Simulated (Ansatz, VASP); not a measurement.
## SiNi3: VASP beside Ansatz

File INCAR:

```
ALGO = Fast
EDIFF = 1E-6
ENCUT = 520
GGA = PS
ISIF = 2
ISMEAR = 0
LASPH = T
LCHARG = F
LREAL = F
LWAVE = F
NBANDS = 25
NELM = 100
PREC = Accurate
SIGMA = 0.15
```

KPOINTS

```
k-points
0
Gamma
  10 10 10
```

Contents of POSCAR:

```
SiNi3
1.0
    3.4612457518      0.0000000000      0.0000000000
    0.0000000000      3.4612457518      0.0000000000
    0.0000000000      0.0000000000      3.4612457518
Si Ni
1 3
Direct
    0.0000000000      0.0000000000      0.0000000000
    0.0000000000      0.5000000000      0.5000000000
    0.5000000000      0.0000000000      0.5000000000
    0.5000000000      0.5000000000      0.0000000000
```

Input for Ansatz:

```yaml
crystal:
  lattice:
    - [3.4612457518, 0.0, 0.0]
    - [0.0, 3.4612457518, 0.0]
    - [0.0, 0.0, 3.4612457518]
  atoms:
    - { symbol: Si, position: [0.0, 0.0, 0.0] }
    - { symbol: Ni, position: [0.0, 0.5, 0.5] }
    - { symbol: Ni, position: [0.5, 0.0, 0.5] }
    - { symbol: Ni, position: [0.5, 0.5, 0.0] }
basis:
  ecutwfc: 420
kpoints:
  mp_grid: { grid: [10, 10, 10] }
hamiltonian:
  xc: pbesol
scf:
  occupations: { method: gaussian, width: 0.15 }
output:
  forces: true
  stress: true
  eigenvalues: true
  write_density: true
  write_potential: true
  elf: true
  volumetric_format: npy
```

Alike in both runs: task single point; functional PBEsol; k mesh 10 × 10 × 10; occupations gaussian, width 0.15 eV; no spin polarisation.

|  | VASP | Ansatz |
| --- | --- | --- |
| version | VASP 6.6.1 | Ansatz 0.2.0 |
| potentials or method | VASP PAW PBE potentials, release 64 (Si, Ni), cutoff 520 eV | scalar-relativistic, plane waves, PAW |
| valence electrons in the cell | 34 | 58 |

VASP gave:

* gap on the k mesh at the Fermi level (eV): none
* pressure (GPa): 0.2

Task: Which values does Ansatz return?

Result: gap on the k mesh at the Fermi level (eV): none; pressure (GPa): 0.0.

VASP's potentials were made for PBE, not for PBEsol. A gap of «none» marks a metal or a gap that the smearing closes. The functional is the same, so the differences come from potentials, cutoffs and numerics. VASP's potentials hold 34 valence electrons a cell and Ansatz's 58, so a difference there can come from the potentials and not from the codes.
